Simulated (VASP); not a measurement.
Write the native input for VASP 6.6.1 that does the following.

```
Task                               : single point
Functional                         : r2SCAN50
Potentials or basis                : VASP PAW PBE potentials, release 64 (Au)
Cutoff                             : 520 eV
k mesh                             : 6 × 6 × 6
Occupations                        : fermi-dirac, width 0.05 eV
Spin                               : no spin polarisation
Dipole correction                  : no
Grid for exact exchange (PRECFOCK) : Normal
Further INCAR settings             : ALGO = Normal; EDIFF = 1e-06; NBANDS = 12
```

Crystal: Au.

```xyz
1
Lattice="0.0000 2.0075 2.0075 2.0075 0.0000 2.0075 2.0075 2.0075 0.0000" Properties=species:S:1:pos:R:3 pbc="T T T"
Au    0.0000    0.0000    0.0000
```

The input as run:

POSCAR

```
Au
1.0
    0.0000000000      2.0074966285      2.0074966285
    2.0074966285      0.0000000000      2.0074966285
    2.0074966285      2.0074966285      0.0000000000
Au
1
Direct
    0.0000000000      0.0000000000      0.0000000000
```

INCAR.step1

```
PREC = Accurate ; ENCUT = 520
EDIFF = 1E-5 ; ISMEAR = -1
SIGMA = 0.05 ; LREAL = F
LASPH = T ; NELM = 80
ALGO = Normal ; ISIF = 2
LWAVE = T ; LCHARG = F
GGA = PE ; NBANDS = 12
```

INCAR.step2

```
PREC = Accurate ; ENCUT = 520
EDIFF = 1E-6 ; ISMEAR = -1
SIGMA = 0.05 ; LREAL = F
LASPH = T ; NELM = 80
ALGO = Normal ; ISIF = 2
LWAVE = F ; LCHARG = F
METAGGA = R2SCAN ; LHFCALC = T
AEXX = 0.5 ; LMIXTAU = T
PRECFOCK = Normal ; ISTART = 1
NBANDS = 12
```

KPOINTS

```
regular mesh
0
Gamma
  6 6 6
```

Potentials or basis: VASP PAW PBE potentials, release 64 (Au).

Run with:

```bash
$ cat potpaw_PBE.64/Au/POTCAR > POTCAR
$ cp INCAR.step1 INCAR
$ mpirun -np 1 vasp_std > vasp.out
$ cp INCAR.step2 INCAR
$ mpirun -np 1 vasp_std > vasp.out
```

It gave:

| Property | Result |
| --- | --- |
| Pressure | 14.4 GPa |

Caveat: the k points lie up to 0.45 Å⁻¹ apart; the PAW data sets were made with another functional, which shifts forces and pressure a little.

Wall time 7 min on 1 thread of Intel(R) Xeon(R) Platinum 8488C (Sapphire Rapids) (shared host), peak memory 0.16 GiB.
